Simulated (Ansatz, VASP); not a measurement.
# One calculation of CdS, two programs

```
Cd S
1.0
     0.00000    2.52901    2.52901
     2.52901    0.00000    2.52901
     2.52901    2.52901    0.00000
Cd S
1 1
Direct
  0.00000 0.00000 0.00000
  0.50000 0.50000 0.50000
```

Change from the starting cell: volume scaled by 0.78, to set the pressure.

Alike in both runs: task single point; functional PBE; k mesh 14 × 14 × 14; occupations fermi-dirac, width 0.08 eV; no spin polarisation.

|  | VASP | Ansatz |
| --- | --- | --- |
| version | VASP 6.6.1 | Ansatz 0.2.0 |
| potentials or method | VASP PAW PBE potentials, release 64 (Cd, S) | PAW with Ansatz's default frozen-core files, scalar-relativistic |
| plane-wave cutoff (eV) | 520 | 420 |
| valence electrons in the cell | 18 | 26 |

|  | VASP | Ansatz | Ansatz less VASP |
| --- | --- | --- | --- |
| pressure (GPa) | 33.3 | 32.1 | -1.25 |

Both programs put the cell under a high pressure, so it lies far from rest at this level. The functional is the same, so the differences come from potentials, cutoffs and numerics. VASP's potentials hold 18 valence electrons a cell and Ansatz's 26, so a difference there can come from the potentials and not from the codes.
